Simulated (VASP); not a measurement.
Set up this calculation in VASP 6.6.1, as the native input.

| Quantity | Value |
| --- | --- |
| Task | relaxation of cell and atoms |
| Functional | PBE |
| Potentials or basis | VASP PAW PBE potentials, release 64 (Zn, F) |
| Cutoff | 600 eV |
| k mesh | 4 × 4 × 6 |
| Occupations | methfessel-paxton, width 0.15 eV |
| Spin | no spin polarisation |
| Dipole correction | no |
| Further INCAR settings | ALGO = Normal; EDIFF = 1e-07; IBRION = 2; EDIFFG = -0.002; NSW = 100; ISIF = 3 |

The structure of ZnF2 lies in POSCAR:

```
ZnF2
1.0
    4.7048000000      0.0000000000      0.0000000000
    0.0000000000      4.7048000000      0.0000000000
    0.0000000000      0.0000000000      3.1338000000
Zn F
2 4
Direct
    0.0000000000      0.0000000000      0.0000000000
    0.5000000000      0.5000000000      0.5000000000
    0.3024000000      0.3024000000      0.0000000000
    0.1976000000      0.8024000000      0.5000000000
    0.6976000000      0.6976000000      0.0000000000
    0.8024000000      0.1976000000      0.5000000000
```

One way to write it, as run:

INCAR

```
  PREC = Accurate
  ENCUT = 600
  EDIFF = 1E-7
  ISMEAR = 1
  SIGMA = 0.15
  LREAL = False
  LASPH = True
  NELM = 120
  ALGO = Normal
  ISIF = 3
  LWAVE = False
  LCHARG = False
  GGA = PE
  IBRION = 2
  NSW = 100
  EDIFFG = -0.002
  GGA_COMPAT = False
  NELMIN = 4
```

KPOINTS

```
regular mesh
0
Gamma
  4 4 6
```

Potentials or basis: VASP PAW PBE potentials, release 64 (Zn, F).

The run is started by

```console
$ cat potpaw_PBE.64/Zn/POTCAR potpaw_PBE.64/F/POTCAR > POTCAR
$ mpirun -np 1 vasp_std > vasp.out
```

It gave:

| Item | Value |
| --- | --- |
| Relaxed volume | 12.23 Å³/atom |
| Relaxed cell | a = 4.801 Å, b = 4.801 Å, c = 3.185 Å, α = 90.00°, β = 90.00°, γ = 90.00° |
| Space group after relaxing (to 0.1 Å) | P4_2/mnm (No. 136) |
| Energy gained by relaxing | 12.6 meV/atom |
| Ionic steps | 12 |
| Pressure after relaxing | 0.0 GPa |
| Band gap on the k mesh | 3.44 eV |

Wall time 4.7 min on 1 thread of Intel(R) Xeon(R) Platinum 8375C CPU @ 2.90GHz (Ice Lake) (shared host), peak memory 0.23 GiB.
